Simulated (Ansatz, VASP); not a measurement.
Ga in VASP and in Ansatz

```
CELL_PARAMETERS angstrom
2.77842 0.00000 0.00000
0.00000 3.28161 0.00000
-1.34343 0.00000 3.99027
ATOMIC_POSITIONS crystal
Ga 0.13460 0.75000 0.77017
Ga 0.86540 0.25000 0.22983
```

Alike in both runs: functional LDA; k mesh 7 × 6 × 5; occupations fermi-dirac, width 0.05 eV; non-collinear spin, spin-orbit coupling.

|  | VASP | Ansatz |
| --- | --- | --- |
| version | VASP 6.6.1 | Ansatz 0.2.0 |
| potentials or method | VASP PAW LDA potentials, release 64 (Ga_d), cutoff 520 eV | all-electron LAPW, relativistic spinors |
| task | single point | band structure |

VASP gave:

| Property | Result |
| --- | --- |
| pressure (GPa) | -2.6 |
| traceless stress, the component that is largest in VASP (GPa) | 1.44 |
| rms of the force components (eV/Å) | 0.075 |
| net moment per atom (μB) | 0.00 |

Estimate Ansatz's values.

pressure (GPa): -2.7; traceless stress, the component that is largest in VASP (GPa): 1.44; rms of the force components (eV/Å): 0.075; net moment per atom (μB): 0.00.

LDA's correlation is that of Perdew and Zunger in VASP and of Perdew and Wang (1992) in Ansatz. Atom by atom the forces differ by 0.001 eV/Å (rms over components). Ansatz ran all-electron here, and VASP with PAW potentials.

Noted on Ansatz's run: the k mesh is thin for a metal, which can move the energy by tens of meV per atom.
